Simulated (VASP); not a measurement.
Set up this calculation in VASP 6.6.1, as the native input.

```yaml
Task: single point
Functional: PBE
Potentials_or_basis: VASP PAW PBE potentials, release 64 (Li_sv, Nb_sv, O)
Cutoff: 520 eV
k_mesh: 6 × 6 × 6
Occupations: gaussian, width 0.05 eV
Spin: no spin polarisation
Dipole_correction: no
Further_INCAR_settings: ALGO = Normal; EDIFF = 1e-06; NBANDS = 45
```

The structure of LiNbO3 lies in POSCAR:

```
LiNbO3
1.0
    2.5808008526      1.4900260670      4.5724908972
   -2.5808008526      1.4900260670      4.5724908972
    0.0000000000     -2.9800521339      4.5724908973
Li Nb O
2 2 6
Direct
    0.2815913687      0.2815913687      0.2815913687
    0.7815913687      0.7815913687      0.7815913687
    0.0004900497      0.0004900497      0.0004900497
    0.5004900497      0.5004900497      0.5004900497
    0.1104619503      0.3580262714      0.7211003599
    0.7211003599      0.1104619503      0.3580262714
    0.3580262714      0.7211003599      0.1104619503
    0.2211003599      0.8580262714      0.6104619503
    0.8580262714      0.6104619503      0.2211003599
    0.6104619503      0.2211003599      0.8580262714
```

One way to write it, as run:

INCAR

```
SYSTEM = LiNbO3
PREC     = Accurate       ! precision mode
ENCUT    = 520            ! plane-wave cutoff, eV
EDIFF    = 1E-6           ! SCF threshold, eV
ISMEAR   = 0              ! smearing method
SIGMA    = 0.05           ! smearing width, eV
LREAL    = .FALSE.        ! projectors in reciprocal space
LASPH    = .TRUE.         ! aspherical terms in the spheres
NELM     = 100            ! most SCF steps
ALGO     = Normal         ! electronic algorithm
ISIF     = 2              ! what is computed and relaxed
LWAVE    = .FALSE.        ! write WAVECAR
LCHARG   = .FALSE.        ! write CHGCAR
GGA      = PE             ! functional
NBANDS   = 45             ! bands
```

KPOINTS

```
Automatic mesh
0
G
  6 6 6
  0 0 0
```

Potentials or basis: VASP PAW PBE potentials, release 64 (Li_sv, Nb_sv, O).

Run with:

```bash
$ cat potpaw_PBE.64/Li_sv/POTCAR potpaw_PBE.64/Nb_sv/POTCAR potpaw_PBE.64/O/POTCAR > POTCAR
$ mpirun -np 1 vasp_std > vasp.out
```

It gave:

```yaml
Largest_force: 0.398 eV/Å
Band_gap_on_the_k_mesh: 3.70 eV (least direct gap 3.73 eV)
```

It took 120 s on 1 thread of AMD EPYC 9R45 96-Core Processor (Zen 5), with other jobs on the host, peak memory 0.29 GiB.
